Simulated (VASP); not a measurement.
A run of VASP 6.6.1 is set up as follows.

INCAR

```
SYSTEM = Nb4N
PREC = Accurate ; ENCUT = 600
EDIFF = 1E-6 ; ISMEAR = 0
SIGMA = 0.1 ; LREAL = .False.
LASPH = .True. ; NELM = 100
ALGO = Normal ; ISIF = 3
LWAVE = .False. ; LCHARG = .False.
GGA = PE ; IBRION = 2
NSW = 100 ; EDIFFG = -0.01
```

Contents of KPOINTS:

```
regular mesh
0
Gamma
  10 10 10
  0 0 0
```

POSCAR

```
Nb4N
1.0
   -2.7305996883      2.7305996883      2.7305996883
    2.7305996883     -2.7305996883      2.7305996883
    2.7305996883      2.7305996883     -2.7305996883
Nb N
4 1
Direct
    0.0000000000      0.0000000000      0.5254595120
    0.5254595120      0.0000000000      0.0000000000
    0.0000000000      0.5254595120      0.0000000000
    0.4745404880      0.4745404880      0.4745404880
    0.0000000000      0.0000000000      0.0000000000
```

Potentials or basis: VASP PAW PBE potentials, release 64 (Nb_sv, N).

Command:

```sh
$ cat potpaw_PBE.64/Nb_sv/POTCAR potpaw_PBE.64/N/POTCAR > POTCAR
$ mpirun -np 1 vasp_std > vasp.out
```

What does it give for the space group after relaxing (to 0.05 Å)?

I-43m (No. 217).

Estimate the relaxed volume.

16.20 Å³/atom.

Estimate the relaxed cell.

a = 4.721 Å, b = 4.721 Å, c = 4.721 Å, α = 109.47°, β = 109.47°, γ = 109.47°.

Forces on the atoms (eV/Å):
```
Nb   0.005  0.005 -0.005
Nb  -0.005  0.005  0.005
Nb   0.005 -0.005  0.005
Nb  -0.005 -0.005 -0.005
N    0.000  0.000  0.000
```
